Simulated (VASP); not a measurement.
# BiSe3 (Pm-3m) in VASP: further runs, part 3 of 3

VASP 6.6.1.

## 4. Relaxation of cell and atoms, r2SCAN

This run uses another cell than the first one, of 26.67 Å³/atom.

File POSCAR:

```
BiSe3
1.0
    4.7425064307      0.0000000000      0.0000000000
    0.0000000000      4.7425064307      0.0000000000
    0.0000000000      0.0000000000      4.7425064307
Bi Se
1 3
Direct
    0.0000000000      0.0000000000      0.0000000000
    0.0000000000      0.5000000000      0.5000000000
    0.5000000000      0.0000000000      0.5000000000
    0.5000000000      0.5000000000      0.0000000000
```

File INCAR.step1:

```
PREC = Accurate
ENCUT = 600
ISMEAR = 0
SIGMA = 0.1
LREAL = F
LASPH = T
NELM = 100
GGA = PE
ALGO = Normal
EDIFF = 1E-4
LWAVE = T
LCHARG = F
```

File INCAR.step2:

```
PREC = Accurate
ENCUT = 600
EDIFF = 1E-6
ISMEAR = 0
SIGMA = 0.1
LREAL = F
LASPH = T
NELM = 100
ALGO = Normal
ISIF = 3
LWAVE = F
LCHARG = F
METAGGA = R2SCAN
LMIXTAU = T
IBRION = 2
NSW = 90
EDIFFG = -0.04
ISTART = 1
```

File KPOINTS:

```
regular mesh
0
Gamma
  4 4 4
```

Potentials or basis: VASP PAW PBE potentials, release 64 (Bi_d, Se).

On the command line:

```
cat potpaw_PBE.64/Bi_d/POTCAR potpaw_PBE.64/Se/POTCAR > POTCAR
cp INCAR.step1 INCAR
mpirun -np 1 vasp_std > vasp.out
cp INCAR.step2 INCAR
mpirun -np 1 vasp_std > vasp.out
```

OUTCAR:

```text
PREC = Accurate
   ENCUT = 600
   EDIFF = 1E-6
   ISMEAR = 0
   LREAL = F
   LASPH = T
   NELM = 100
   ISIF = 3
   METAGGA = R2SCAN
   IBRION = 2
   NSW = 90
   EDIFFG = -0.04
   ISTART = 1

 ion  position               nearest neighbor table
   1  0.000  0.000  0.000-   2 3.35   3 3.35   4 3.35   2 3.35   3 3.35   2 3.35   4 3.35   2 3.35
                             3 3.35   4 3.35   3 3.35   4 3.35
   2  0.000  0.500  0.500-   1 3.35   1 3.35   1 3.35   1 3.35
   3  0.500  0.000  0.500-   1 3.35   1 3.35   1 3.35   1 3.35
   4  0.500  0.500  0.000-   1 3.35   1 3.35   1 3.35   1 3.35

  LATTYP: Found a simple cubic cell.
 ALAT       =     4.7425064307

  Lattice vectors:

 A1 = (   4.7425064307,   0.0000000000,   0.0000000000)
 A2 = (   0.0000000000,   4.7425064307,   0.0000000000)
 A3 = (   0.0000000000,   0.0000000000,   4.7425064307)

Analysis of symmetry for initial positions (statically):
=====================================================================
 Subroutine PRICEL returns:
 Original cell was already a primitive cell.

 Routine SETGRP: Setting up the symmetry group for a
 simple cubic supercell.

 Subroutine GETGRP returns: Found 48 space group operations
 (whereof 48 operations were pure point group operations)
 out of a pool of 48 trial point group operations.

The static configuration has the point symmetry O_h .

Analysis of symmetry for dynamics (positions and initial velocities):
=====================================================================
 Subroutine PRICEL returns:
 Original cell was already a primitive cell.

 Routine SETGRP: Setting up the symmetry group for a
 simple cubic supercell.

 Subroutine GETGRP returns: Found 48 space group operations
 (whereof 48 operations were pure point group operations)
 out of a pool of 48 trial point group operations.

The dynamic configuration has the point symmetry O_h .

 Subroutine INISYM returns: Found 48 space group operations
 (whereof 48 operations are pure point group operations),
 and found     1 'primitive' translations

----------------------------------------------------------------------------------------

                                     Primitive cell

  volume of cell :     106.6655

  direct lattice vectors                    reciprocal lattice vectors
     4.742506431  0.000000000  0.000000000     0.210858966  0.000000000  0.000000000
     0.000000000  4.742506431  0.000000000     0.000000000  0.210858966  0.000000000
     0.000000000  0.000000000  4.742506431     0.000000000  0.000000000  0.210858966

  length of vectors
     4.742506431  4.742506431  4.742506431     0.210858966  0.210858966  0.210858966

  position of ions in fractional coordinates (direct lattice)
     0.000000000  0.000000000  0.000000000
     0.000000000  0.500000000  0.500000000
     0.500000000  0.000000000  0.500000000
     0.500000000  0.500000000  0.000000000

  ion indices of the primitive-cell ions
   primitive index   ion index
                 1           1
                 2           2
                 3           3
                 4           4

----------------------------------------------------------------------------------------

 KPOINTS: regular mesh

Automatic generation of k-mesh.
 Grid dimensions read from file:
 generate k-points for:    4    4    4

 Generating k-lattice:

  Cartesian coordinates                     Fractional coordinates (reciprocal lattice)
     0.052714741  0.000000000  0.000000000     0.250000000  0.000000000  0.000000000
     0.000000000  0.052714741  0.000000000     0.000000000  0.250000000  0.000000000
     0.000000000  0.000000000  0.052714741     0.000000000  0.000000000  0.250000000

  Length of vectors
     0.052714741  0.052714741  0.052714741

  Shift w.r.t. Gamma in fractional coordinates (k-lattice)
     0.000000000  0.000000000  0.000000000

 Subroutine IBZKPT returns following result:
 ===========================================

 Found     10 irreducible k-points:

 Following reciprocal coordinates:
            Coordinates               Weight
  0.000000  0.000000  0.000000      1.000000
  0.250000  0.000000  0.000000      6.000000
  0.500000  0.000000  0.000000      3.000000
  0.250000  0.250000  0.000000     12.000000
  0.500000  0.250000  0.000000     12.000000
  0.500000  0.500000  0.000000      3.000000
  0.250000  0.250000  0.250000      8.000000
  0.500000  0.250000  0.250000     12.000000
  0.500000  0.500000  0.250000      6.000000
  0.500000  0.500000  0.500000      1.000000
   k-points           NKPTS =     10   k-points in BZ     NKDIM =     10   number of bands    NBANDS=     20
   number of dos      NEDOS =    301   number of ions     NIONS =      4
   total plane-waves  NPLWV =  64000
   dimension x,y,z NGX =    40 NGY =   40 NGZ =   40
   dimension x,y,z NGXF=    80 NGYF=   80 NGZF=   80
   ions per type =               1   3
   NGX,Y,Z   is equivalent  to a cutoff of  14.02, 14.02, 14.02 a.u.
   NGXF,Y,Z  is equivalent  to a cutoff of  28.04, 28.04, 28.04 a.u.
 SYSTEM =  unknown system
   PREC   = accura    normal or accurate (medium, high low for compatibility)
   ISTART =      1    job   : 0-new  1-cont  2-samecut
   ICHARG =      0    charge: 1-file 2-atom 10-const
   ISPIN  =      1    spin polarized calculation?
   LNONCOLLINEAR =      F non collinear calculations
   LSORBIT =      F    spin-orbit coupling
   LASPH  =      T    aspherical Exc in radial PAW
   ENCUT  =  600.0 eV  44.10 Ry    6.64 a.u.   9.47  9.47  9.47*2*pi/ulx,y,z
   NELM   =    100;   NELMIN=  2; NELMDL=  0     # of ELM steps
   EDIFF  = 0.1E-05   stopping-criterion for ELM
   LREAL  =      F    real-space projection
   EDIFFG = -.4E-01   stopping-criterion for IOM
   NSW    =     90    number of steps for IOM
   IBRION =      2    ionic relax: 0-MD 1-quasi-New 2-CG
   NFREE  =      1    steps in history (QN), initial steepest desc. (CG)
   ISIF   =      3    stress and relaxation
   ISYM   =      2    0-nonsym 1-usesym 2-fastsym
   POTIM  = 0.5000    time-step for ionic-motion
   TEBEG  =    0.0;   TEEND  =   0.0 temperature during run
   PSTRESS=    0.0 pullay stress
   NELECT =      33.0000    total number of electrons
   NUPDOWN=      -1.0000    fix difference up-down
   EMIN   =  10.00;   EMAX   =-10.00  energy-range for DOS
   EFERMI =   0.00;   METHOD = LEGACY
   ISMEAR =     0;   SIGMA  =   0.10  broadening in eV -4-tet -1-fermi 0-gaus
   EFERMI_NEDOS =   21; number of points for ismear=-14 and -15
   IALGO  =     38    algorithm
   IMIX   =      4    mixing-type and parameters
     AMIX     =   0.40;   BMIX     =  1.00
     AMIX_MAG =   1.60;   BMIX_MAG =  1.00
  volume/ion in A,a.u.               =      26.67       179.95
  Fermi-wavevector in a.u.,A,eV,Ry     =   1.107231  2.092363 16.680203  1.225960
  Thomas-Fermi vector in A             =   2.243742
   LORBIT       =      0    0 simple, 1 ext, 2 COOP (PROOUT), +10 PAW based schemes
   METAGGA = R2SCAN    functional components
   LHFCALC =     F    Hartree Fock is set to
   AEXX    =    0.0000 exact exchange contribution
   IVDW    =     0    specifies the selected vdW correction
   LEPSILON=     F    determine dielectric tensor
   LRPA    =     F    only Hartree local field effects (RPA)
 conjugate gradient relaxation of ions
 non-spin polarized calculation
 Gauss-broadening in eV      SIGMA  =   0.10
  energy-cutoff  :      600.00
  volume of cell :      106.67
 maximum number of plane-waves:      3585
 NGX is ok and might be reduce to    40
   NGX = 19   NGY = 19   NGZ = 19

--------------------------------------- Ionic step        1  -------------------------------------------

 number of electron      33.0000002 magnetization

 Free energy of the ion-electron system (eV)
  ---------------------------------------------------
  ext. energy  EPLUGINS =         0.00000000
  ---------------------------------------------------
  free energy    TOTEN  =       -99.12693194 eV

  energy without entropy =      -99.09612125  energy(sigma->0) =      -99.11152660

 E-fermi :   4.2774     XC(G=0): -10.2748

 val. band max:        4.2613209716   @ k =   0.2500   0.2500   0.2500
 cond. band min:       4.3032459314   @ k =   0.5000   0.2500   0.2500
 fundamental gap:      0.0419249598
 Fermi energy:         4.2773696457

 k-point     1 :       0.0000    0.0000    0.0000
  band No.  band energies     occupation
      1     -19.9351      2.00000
      2     -19.9351      2.00000
      3     -19.9267      2.00000
      4     -19.9267      2.00000
      5     -19.9267      2.00000
      6     -10.4393      2.00000
[... 12 lines left out ...]
     19       7.8064      0.00000
[... 279 lines left out ...]
  energy  without entropy=      -99.3737471289  energy(sigma->0) =      -99.38798473

--------------------------------------- Ionic step        3  -------------------------------------------

 number of electron      33.0000004 magnetization

 Free energy of the ion-electron system (eV)
  ---------------------------------------------------
  ext. energy  EPLUGINS =         0.00000000
  ---------------------------------------------------
  free energy    TOTEN  =       -99.41862455 eV

  energy without entropy =      -99.38896346  energy(sigma->0) =      -99.40379400

 E-fermi :   5.7527     XC(G=0): -10.9352

 val. band max:        5.7070201077   @ k =   0.2500   0.0000   0.0000
 cond. band min:       5.7757489801   @ k =   0.5000   0.2500   0.2500
 fundamental gap:      0.0687288724
 Fermi energy:         5.7527235860

 k-point     1 :       0.0000    0.0000    0.0000
  band No.  band energies     occupation
      1     -18.4072      2.00000
      2     -18.4072      2.00000
      3     -18.3947      2.00000
      4     -18.3947      2.00000
      5     -18.3947      2.00000
      6      -9.9420      2.00000
[... 12 lines left out ...]
     19      10.0504      0.00000
[... 237 lines left out ...]
  FREE ENERGIE OF THE ION-ELECTRON SYSTEM (eV)
  ---------------------------------------------------
  free  energy   TOTEN  =       -99.4186245454 eV

  energy  without entropy=      -99.3889634559  energy(sigma->0) =      -99.40379400

 reached required accuracy - stopping structural energy minimisation
```

It took 6 min on 1 thread of Intel Xeon Platinum 8259CL at 2.50GHz (Skylake/Cascade Lake), shared host; peak memory 0.28 GiB.

Results:

| Property | Result |
| --- | --- |
| Free energy | -99.4186 eV |
| Relaxed volume | 23.42 Å³/atom |
| Relaxed cell | a = 4.541 Å, b = 4.541 Å, c = 4.541 Å, α = 90.00°, β = 90.00°, γ = 90.00° |
| Space group after relaxing (to 0.1 Å) | Pm-3m (No. 221) |
| Energy gained by relaxing | 72.9 meV/atom |
| Ionic steps | 3 |
| Pressure after relaxing | 0.0 GPa |
| Band gap on the k mesh | zero (an odd number of electrons rules out a gap without spin polarisation) |

The path:
```tsv
step	energy change (eV)	largest force (eV/Å)	pressure (GPa)	volume (Å³)
1	0.0000	0.0000	-6.41	106.67
2	-0.2753	0.0000	2.03	91.03
3	-0.2917	0.0000	0.01	93.67
```

Final structure:
```yaml
crystal:
  lattice:
    - [4.54146, 0.00000, 0.00000]
    - [0.00000, 4.54146, 0.00000]
    - [0.00000, 0.00000, 4.54146]
  atoms:
    - { symbol: Bi, position: [0.00000, 0.00000, 0.00000] }
    - { symbol: Se, position: [0.00000, 0.50000, 0.50000] }
    - { symbol: Se, position: [0.50000, 0.00000, 0.50000] }
    - { symbol: Se, position: [0.50000, 0.50000, 0.00000] }
```

Caveat: the PAW data sets were made with another functional, which shifts forces and pressure a little; spin-orbit coupling is left out, which moves the levels of the heavy elements.

## 5. The runs side by side

```tsv
task	cell	cutoff (eV)	gap on the mesh (eV)	pressure (GPa)
single point	a = 4.548 Å, 4 atoms	520	none	-0.3
single point	a = 4.743 Å, 4 atoms	520	none	-6.4
relaxation of cell and atoms	relaxed from a = 4.743 Å, 4 atoms	600	none	0.0
```

Alike in all rows: level r2SCAN; potentials or basis VASP PAW PBE potentials, release 64 (Bi_d, Se); no spin polarisation; k mesh 4 × 4 × 4; smearing gaussian 0.1 eV.

Caveats: the PAW data sets were made with another functional, which shifts forces and pressure a little; spin-orbit coupling is left out, which moves the levels of the heavy elements; the cell stands under tension (at least some runs).

Absolute energies hang on the potentials; compare differences alone.

The gap in the log of VASP goes by the Fermi energy; the results here count the filled bands.